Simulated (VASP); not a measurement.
# Si (I4/mmm) in VASP: single point with r2SCAN

Aim: the single point of Si with r2SCAN.

Program: VASP 6.6.1. These are calculated values, not measurements. Logs are shortened: lines on timing, memory, paths and dates and some standing lists are left out, and cuts for length are marked.

### 1 The cell of the first run

Symmetry: I4/mmm, No. 139, tetragonal system. Conventional cell: a = 3.062 Å, b = 3.062 Å, c = 2.982 Å, α = 90.00°, β = 90.00°, γ = 90.00°. Si (site symmetry 4/mmm) has 14 Si at 2.63 to 3.06 Å within 3.5 Å.

### 2 Single point, r2SCAN

File POSCAR:

```
Si
1.0
   -1.5309855651      1.5309855651      1.4909735506
    1.5309855651     -1.5309855651      1.4909735506
    1.5309855651      1.5309855651     -1.4909735506
Si
1
Direct
    0.0000000000      0.0000000000      0.0000000000
```

File INCAR.step1:

```
SYSTEM = Si
PREC = Accurate ; ENCUT = 520
ISMEAR = 0 ; SIGMA = 0.15
LREAL = .FALSE. ; LASPH = .TRUE.
NELM = 100 ; NBANDS = 8
GGA = PE ; ALGO = Normal
EDIFF = 1E-4 ; LWAVE = .TRUE.
LCHARG = .FALSE.
```

File INCAR.step2:

```
SYSTEM = Si
PREC = Accurate ; ENCUT = 520
EDIFF = 1E-6 ; ISMEAR = 0
SIGMA = 0.15 ; LREAL = .FALSE.
LASPH = .TRUE. ; NELM = 100
ALGO = Normal ; ISIF = 2
LWAVE = .FALSE. ; LCHARG = .FALSE.
METAGGA = R2SCAN ; LMIXTAU = .TRUE.
NBANDS = 8 ; ISTART = 1
```

File KPOINTS:

```
regular mesh
0
G
  26 26 26
  0 0 0
```

Potentials or basis: VASP PAW PBE potentials, release 64 (Si).

Launch:

```bash
$ cat potpaw_PBE.64/Si/POTCAR > POTCAR
$ cp INCAR.step1 INCAR
$ mpirun -np 1 vasp_std > vasp.out
$ cp INCAR.step2 INCAR
$ mpirun -np 1 vasp_std > vasp.out
```

OUTCAR:

```text
SYSTEM = Si
   PREC = Accurate
   ENCUT = 520
   EDIFF = 1E-6
   ISMEAR = 0
   LREAL = .FALSE.
   LASPH = .TRUE.
   NELM = 100
   ISIF = 2
   METAGGA = R2SCAN
   ISTART = 1

 ion  position               nearest neighbor table
   1  0.000  0.000  0.000-

  LATTYP: Found a body centered tetragonal cell.
 ALAT       =     3.0619711302
 C/A-ratio  =     0.9738651915

  Lattice vectors:

 A1 = (  -1.5309855651,   1.5309855651,   1.4909735506)
 A2 = (   1.5309855651,  -1.5309855651,   1.4909735506)
 A3 = (   1.5309855651,   1.5309855651,  -1.4909735506)

Analysis of symmetry for initial positions (statically):
=====================================================================
 Subroutine PRICEL returns:
 Original cell was already a primitive cell.

 Routine SETGRP: Setting up the symmetry group for a
 body centered tetragonal supercell.

 Subroutine GETGRP returns: Found 16 space group operations
 (whereof 16 operations were pure point group operations)
 out of a pool of 16 trial point group operations.

The static configuration has the point symmetry D_4h.

Analysis of symmetry for dynamics (positions and initial velocities):
=====================================================================
 Subroutine PRICEL returns:
 Original cell was already a primitive cell.

 Routine SETGRP: Setting up the symmetry group for a
 body centered tetragonal supercell.

 Subroutine GETGRP returns: Found 16 space group operations
 (whereof 16 operations were pure point group operations)
 out of a pool of 16 trial point group operations.

The dynamic configuration has the point symmetry D_4h.

 Subroutine INISYM returns: Found 16 space group operations
 (whereof 16 operations are pure point group operations),
 and found     1 'primitive' translations

----------------------------------------------------------------------------------------

                                     Primitive cell

  volume of cell :      13.9789

  direct lattice vectors                    reciprocal lattice vectors
    -1.530985565  1.530985565  1.490973551     0.000000000  0.326587011  0.335351355
     1.530985565 -1.530985565  1.490973551     0.326587011  0.000000000  0.335351355
     1.530985565  1.530985565 -1.490973551     0.326587011  0.326587011  0.000000000

  length of vectors
     2.628846844  2.628846844  2.628846844     0.468102133  0.468102133  0.461863781

  position of ions in fractional coordinates (direct lattice)
     0.000000000  0.000000000  0.000000000

  ion indices of the primitive-cell ions
   primitive index   ion index
                 1           1

----------------------------------------------------------------------------------------

 KPOINTS: regular mesh

Automatic generation of k-mesh.
 Grid dimensions read from file:
 generate k-points for:   26   26   26

 Generating k-lattice:

  Cartesian coordinates                     Fractional coordinates (reciprocal lattice)
     0.000000000  0.012561039  0.012898129     0.038461538  0.000000000  0.000000000
     0.012561039  0.000000000  0.012898129     0.000000000  0.038461538  0.000000000
     0.012561039  0.012561039  0.000000000     0.000000000  0.000000000  0.038461538

  Length of vectors
     0.018003928  0.018003928  0.017763992

  Shift w.r.t. Gamma in fractional coordinates (k-lattice)
     0.000000000  0.000000000  0.000000000

 Subroutine IBZKPT returns following result:
 ===========================================

 Found   1330 irreducible k-points:

 Following reciprocal coordinates:
            Coordinates               Weight
  0.000000  0.000000  0.000000      1.000000
  0.038462 -0.000000  0.000000      8.000000
  0.076923 -0.000000  0.000000      8.000000
  0.115385 -0.000000  0.000000      8.000000
  0.153846 -0.000000  0.000000      8.000000
  0.192308  0.000000  0.000000      8.000000
[... 16 lines left out ...]
  0.346154  0.038462  0.000000     16.000000
  0.384615  0.038462  0.000000     16.000000
 [... further k-points ...]
   k-points           NKPTS =   1330   k-points in BZ     NKDIM =   1330   number of bands    NBANDS=      8
   number of dos      NEDOS =    301   number of ions     NIONS =      1
   total plane-waves  NPLWV =   8000
   dimension x,y,z NGX =    20 NGY =   20 NGZ =   20
   dimension x,y,z NGXF=    40 NGYF=   40 NGZF=   40
   ions per type =               1
   NGX,Y,Z   is equivalent  to a cutoff of  12.65, 12.65, 12.65 a.u.
   NGXF,Y,Z  is equivalent  to a cutoff of  25.30, 25.30, 25.30 a.u.
 SYSTEM =  Si
   PREC   = accura    normal or accurate (medium, high low for compatibility)
   ISTART =      1    job   : 0-new  1-cont  2-samecut
   ICHARG =      0    charge: 1-file 2-atom 10-const
   ISPIN  =      1    spin polarized calculation?
   LNONCOLLINEAR =      F non collinear calculations
   LSORBIT =      F    spin-orbit coupling
   LASPH  =      T    aspherical Exc in radial PAW
   ENCUT  =  520.0 eV  38.22 Ry    6.18 a.u.   4.89  4.89  4.89*2*pi/ulx,y,z
   NELM   =    100;   NELMIN=  2; NELMDL=  0     # of ELM steps
   EDIFF  = 0.1E-05   stopping-criterion for ELM
   LREAL  =      F    real-space projection
[... 7 lines left out ...]
   TEBEG  =    0.0;   TEEND  =   0.0 temperature during run
   PSTRESS=    0.0 pullay stress
   NELECT =       4.0000    total number of electrons
   NUPDOWN=      -1.0000    fix difference up-down
   EMIN   =  10.00;   EMAX   =-10.00  energy-range for DOS
   EFERMI =   0.00;   METHOD = LEGACY
   ISMEAR =     0;   SIGMA  =   0.15  broadening in eV -4-tet -1-fermi 0-gaus
   EFERMI_NEDOS =   21; number of points for ismear=-14 and -15
   IALGO  =     38    algorithm
   IMIX   =      4    mixing-type and parameters
     AMIX     =   0.40;   BMIX     =  1.00
     AMIX_MAG =   1.60;   BMIX_MAG =  1.00
  volume/ion in A,a.u.               =      13.98        94.33
  Fermi-wavevector in a.u.,A,eV,Ry     =   1.078791  2.038620 15.834335  1.163791
  Thomas-Fermi vector in A             =   2.214739
   LORBIT       =      0    0 simple, 1 ext, 2 COOP (PROOUT), +10 PAW based schemes
   METAGGA = R2SCAN    functional components
   LHFCALC =     F    Hartree Fock is set to
   AEXX    =    0.0000 exact exchange contribution
   IVDW    =     0    specifies the selected vdW correction
   LEPSILON=     F    determine dielectric tensor
   LRPA    =     F    only Hartree local field effects (RPA)
 non-spin polarized calculation
 Gauss-broadening in eV      SIGMA  =   0.15
  energy-cutoff  :      520.00
  volume of cell :       13.98
 maximum number of plane-waves:       390
   NGX =  9   NGY =  9   NGZ =  9

 number of electron       4.0000000 magnetization

 Free energy of the ion-electron system (eV)
  ---------------------------------------------------
  ext. energy  EPLUGINS =         0.00000000
  ---------------------------------------------------
  free energy    TOTEN  =        -8.03375289 eV

  energy without entropy =       -8.02925000  energy(sigma->0) =       -8.03150145

 E-fermi :  10.5583     XC(G=0): -12.1536

 val. band max:       10.5548063501   @ k =   0.5000   0.1923   0.1154
 cond. band min:      10.5674882649   @ k =   0.2308   0.1923   0.0769
 fundamental gap:      0.0126819147
 Fermi energy:        10.5582624570

 k-point     1 :       0.0000    0.0000    0.0000
  band No.  band energies     occupation
      1      -5.0404      2.00000
      2      23.3340      0.00000
      3      23.3340      0.00000
      4      23.5997      0.00000
      5      23.6278      0.00000
      6      24.3021      0.00000
      7      24.3021      0.00000
      8      27.6626      0.00000

 k-point     2 :       0.0385   -0.0000    0.0000
  band No.  band energies     occupation
      1      -4.9902      2.00000
      2      22.5031      0.00000
      3      22.6118      0.00000
      4      23.3837      0.00000
      5      23.7628      0.00000
      6      24.8387      0.00000
      7      24.8646      0.00000
      8      27.5027      0.00000

 k-point     3 :       0.0769   -0.0000    0.0000
  band No.  band energies     occupation
      1      -4.8396      2.00000
      2      21.1794      0.00000
      3      21.5646      0.00000
      4      23.0784      0.00000
      5      23.3137      0.00000
      6      25.2531      0.00000
      7      26.0109      0.00000
      8      27.1050      0.00000

 k-point     4 :       0.1154   -0.0000    0.0000
  band No.  band energies     occupation
      1      -4.5890      2.00000
      2      19.5035      0.00000
      3      20.6951      0.00000
      4      22.6483      0.00000
      5      22.6696      0.00000
      6      25.0581      0.00000
      7      27.1488      0.00000
      8      27.2865      0.00000

 k-point     5 :       0.1538   -0.0000    0.0000
  band No.  band energies     occupation
      1      -4.2385      2.00000
      2      17.7154      0.00000
      3      19.9055      0.00000
      4      21.9676      0.00000
      5      22.1482      0.00000
      6      24.5003      0.00000
      7      27.5987      0.00000
      8      28.0568      0.00000

 k-point     6 :       0.1923    0.0000    0.0000
  band No.  band energies     occupation
      1      -3.7886      2.00000
      2      15.8963      0.00000
      3      19.1985      0.00000
      4      21.2751      0.00000
      5      21.6288      0.00000
      6      23.8944      0.00000
      7      28.1298      0.00000
      8      28.3920      0.00000

 k-point     7 :       0.2308   -0.0000    0.0000
  band No.  band energies     occupation
      1      -3.2401      2.00000
      2      14.0937      0.00000
      3      18.5750      0.00000
      4      20.6283      0.00000
      5      21.1261      0.00000
      6      23.3229      0.00000
      7      28.5881      0.00000
      8      28.9794      0.00000

 k-point     8 :       0.2692   -0.0000    0.0000
  band No.  band energies     occupation
      1      -2.5935      2.00000
      2      12.3346      0.00000
      3      18.0352      0.00000
      4      20.0474      0.00000
      5      20.6637      0.00000
      6      22.8080      0.00000
      7      29.0705      0.00000
      8      29.6967      0.00000

 k-point     9 :       0.3077   -0.0000    0.0000
  band No.  band energies     occupation
      1      -1.8497      2.00000
      2      10.6351      0.46856
      3      17.5790      0.00000
      4      19.5442      0.00000
      5      20.2566      0.00000
      6      22.3599      0.00000
      7      29.6255      0.00000
      8      30.4794      0.00000

 k-point    10 :       0.3462   -0.0000    0.0000
  band No.  band energies     occupation
      1      -1.0097      2.00000
      2       9.0053      2.00000
      3      17.2062      0.00000
      4      19.1257      0.00000
      5      19.9144      0.00000
      6      21.9852      0.00000
      7      30.2512      0.00000
      8      31.3074      0.00000
[... 78 lines left out ...]
 k-point    18 :       0.1538    0.0385    0.0000
  band No.  band energies     occupation
      1      -3.9831      2.00000
      2      16.8035      0.00000
      3      19.2966      0.00000
      4      20.7341      0.00000
      5      22.7559      0.00000
      6      24.3787      0.00000
      7      27.1678      0.00000
      8      28.6481      0.00000

 k-point    19 :       0.1923    0.0385    0.0000
  band No.  band energies     occupation
      1      -3.4826      2.00000
      2      14.9947      0.00000
      3      18.6082      0.00000
      4      20.1130      0.00000
      5      22.2279      0.00000
      6      23.8136      0.00000
      7      27.5387      0.00000
      8      29.3714      0.00000

 k-point    20 :       0.2308    0.0385    0.0000
  band No.  band energies     occupation
      1      -2.8837      2.00000
      2      13.2148      0.00000
      3      18.0039      0.00000
      4      19.5443      0.00000
      5      21.7200      0.00000
      6      23.3008      0.00000
      7      27.9818      0.00000
      8      30.0990      0.00000

 k-point    21 :       0.2692    0.0385    0.0000
  band No.  band energies     occupation
      1      -2.1872      2.00000
      2      11.4864      0.00000
      3      17.4825      0.00000
      4      19.0441      0.00000
      5      21.2560      0.00000
      6      22.8520      0.00000
      7      28.5047      0.00000
      8      30.8658      0.00000

 k-point    22 :       0.3077    0.0385    0.0000
  band No.  band energies     occupation
      1      -1.3940      2.00000
      2       9.8227      2.00000
      3      17.0441      0.00000
      4      18.6220      0.00000
      5      20.8514      0.00000
      6      22.4731      0.00000
      7      29.1071      0.00000
      8      31.6650      0.00000

 k-point    23 :       0.3462    0.0385    0.0000
  band No.  band energies     occupation
      1      -0.5051      2.00000
      2       8.2319      2.00000
      3      16.6889      0.00000
      4      18.2837      0.00000
      5      20.5160      0.00000
      6      22.1687      0.00000
      7      29.7827      0.00000
      8      32.4696      0.00000

 k-point    24 :       0.3846    0.0385    0.0000
  band No.  band energies     occupation
      1       0.4782      2.00000
      2       6.7198      2.00000
      3      16.4172      0.00000
      4      18.0326      0.00000
      5      20.2563      0.00000
      6      21.9426      0.00000
      7      30.5174      0.00000
      8      33.2122      0.00000

 [... further k-points ...]

------------------------ aborting loop because EDIFF is reached ----------------------------------------

  FORCE on cell =-STRESS in cart. coord.  units (eV):
  Direction    XX          YY          ZZ          XY          YZ          ZX
  --------------------------------------------------------------------------------------
  -------------------------------------------------------------------------------------
  Total        0.1894547      0.1894547     -0.1067012      0.0000000      0.0000000      0.0000000
  in kB       21.7142012     21.7142012    -12.2294698      0.0000000      0.0000000      0.0000000
  external PRESSURE =      10.3996442 kB  Pullay stress =       0.0000000 kB

 VOLUME and BASIS-vectors are now :
 -----------------------------------------------------------------------------
  energy-cutoff  :      520.00
  volume of cell :       13.98
      direct lattice vectors                 reciprocal lattice vectors
    -1.530985565  1.530985565  1.490973551     0.000000000  0.326587011  0.335351355
     1.530985565 -1.530985565  1.490973551     0.326587011  0.000000000  0.335351355
     1.530985565  1.530985565 -1.490973551     0.326587011  0.326587011  0.000000000

 POSITION                                       TOTAL-FORCE (eV/Angst)
 -----------------------------------------------------------------------------------
      0.00000      0.00000      0.00000         0.000000      0.000000     -0.000000
 -----------------------------------------------------------------------------------
    total drift:                                0.000000      0.000000     -0.000000

  FREE ENERGIE OF THE ION-ELECTRON SYSTEM (eV)
  ---------------------------------------------------
  free  energy   TOTEN  =        -8.0337528941 eV

  energy  without entropy=       -8.0292499966  energy(sigma->0) =       -8.03150145
```

Run time: 3.3 min. Hardware: 1 thread of Intel Xeon Platinum 8488C (Sapphire Rapids), shared host; peak memory 0.23 GiB.

Results:

- Free energy: -8.0338 eV
- Pressure: 1.0 GPa
- Band gap on the k mesh: zero (bands 2 and 3 overlap by 17.18 eV)

Stress tensor (GPa, compression positive):
```
 2.17  0.00  0.00
 0.00  2.17  0.00
 0.00  0.00 -1.22
```

Levels at points of the mesh, in eV from the Fermi level:
```
           k point  band 1  band 2  band 3  band 4  band 5
(0.00, 0.00, 0.00)  -15.60   12.78   12.78   13.04   13.07
(0.50, 0.00, 0.00)   -7.28   -7.26    5.99    7.81    8.73
(0.50, 0.50, 0.00)   -7.57   -7.41    6.53    8.46    9.47
(0.50, 0.50, 0.50)   -0.85   -0.85   -0.01    1.70    2.07
```

Caveat: the PAW data sets were made with another functional, which shifts forces and pressure a little.
